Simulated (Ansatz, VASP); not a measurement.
**TiB2: VASP beside Ansatz**

Contents of INCAR:

```
PREC = Accurate
ENCUT = 520
EDIFF = 1E-6
ISMEAR = -1
SIGMA = 0.08
LREAL = F
LASPH = T
NELM = 60
ALGO = Normal
ISIF = 2
LWAVE = F
LCHARG = F
GGA = PE
NBANDS = 16
```

KPOINTS

```
Automatic mesh
0
Gamma
  15 15 13
```

POSCAR

```
TiB2
1.0
    3.0392620569      0.0000000000      0.0000000000
   -1.5196310285      2.6320781501      0.0000000000
    0.0000000000      0.0000000000      3.2391256602
Ti B
1 2
Direct
    0.0000000000      0.0000000000      0.0000000000
    0.3333333333      0.6666666667      0.5000000000
    0.6666666667      0.3333333333      0.5000000000
```

Input for Ansatz:

```yaml
crystal:
  lattice:
    - [3.0392620569, 0.0, 0.0]
    - [-1.5196310285, 2.6320781501, 0.0]
    - [0.0, 0.0, 3.2391256602]
  atoms:
    - { symbol: Ti, position: [0.0, 0.0, 0.0] }
    - { symbol: B, position: [0.3333333333, 0.6666666667, 0.5] }
    - { symbol: B, position: [0.6666666667, 0.3333333333, 0.5] }
kpoints:
  mp_grid: { grid: [15, 15, 13] }
  band_path:
    path:
      - [0.0, 0.0, 0.0]
      - [0.5, 0.0, 0.0]
      - [0.3333333333, 0.3333333333, 0.0]
      - [0.0, 0.0, 0.0]
      - [0.0, 0.0, 0.5]
      - [0.5, 0.0, 0.5]
      - [0.3333333333, 0.3333333333, 0.5]
      - [0.0, 0.0, 0.5]
      - [0.5, 0.0, 0.5]
    npoints: 5
scf:
  occupations: { method: fermi_dirac, width: 0.08 }
hamiltonian:
  xc: pbe
  pseudopotentials: { kind: all_electron, lapw: { basis_error: 0.001 } }
output:
  forces: true
  stress: true
  eigenvalues: true
```

Change from the starting cell: volume scaled by 1.01.

Alike in both runs: task single point; functional PBE; k mesh 15 × 15 × 13; occupations fermi-dirac, width 0.08 eV; no spin polarisation.

```csv
,VASP,Ansatz
version,VASP 6.6.1,Ansatz 0.2.0
potentials or method,"VASP PAW PBE potentials, release 64 (Ti_sv, B), cutoff 520 eV","all-electron LAPW, scalar-relativistic"
```

Ansatz gave:

| Property | Result |
| --- | --- |
| pressure (GPa) | -2.2 |
| traceless stress, the component that is largest in VASP (GPa) | -0.29 |

Q: What did VASP give for the same quantities?

A: Pressure (GPa): -2.0; traceless stress, the component that is largest in VASP (GPa): -0.30.

Ansatz ran all-electron here, and VASP with PAW potentials.
